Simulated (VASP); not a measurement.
AlN, 4 atoms in the cell. The typed cell holds 4 atoms: a = 3.069 Å, b = 3.118 Å, c = 4.957 Å, α = 89.80°, β = 91.07°, γ = 119.61°.  This cell differs from its parent crystal: atoms moved at random and the cell strained at random.

```yaml
Program: VASP 6.6.1
Task: single point
Functional: PBEsol
Potentials_or_basis: VASP PAW PBE potentials, release 64 (Al, N)
Cutoff: 520 eV
k_mesh: 9 × 9 × 6
Occupations: gaussian, width 0.02 eV
Spin: no spin polarisation
Dipole_correction: no
Further_INCAR_settings: ALGO = Normal; EDIFF = 1e-06; NBANDS = 16
```

Potentials or basis: VASP PAW PBE potentials, release 64 (Al, N).

Command:

```console
$ cat potpaw_PBE.64/Al/POTCAR potpaw_PBE.64/N/POTCAR > POTCAR
$ mpirun -np 1 vasp_std > vasp.out
```

Hardware: 1 thread of Intel Xeon 8259CL, on a shared host.

**Question.** How long does it take, and how much memory?

**Answer.** Wall time 2.4 min on 1 thread of Intel Xeon 8259CL (shared host), peak memory 0.26 GiB. Counts: scf iterations 13, k points 244.
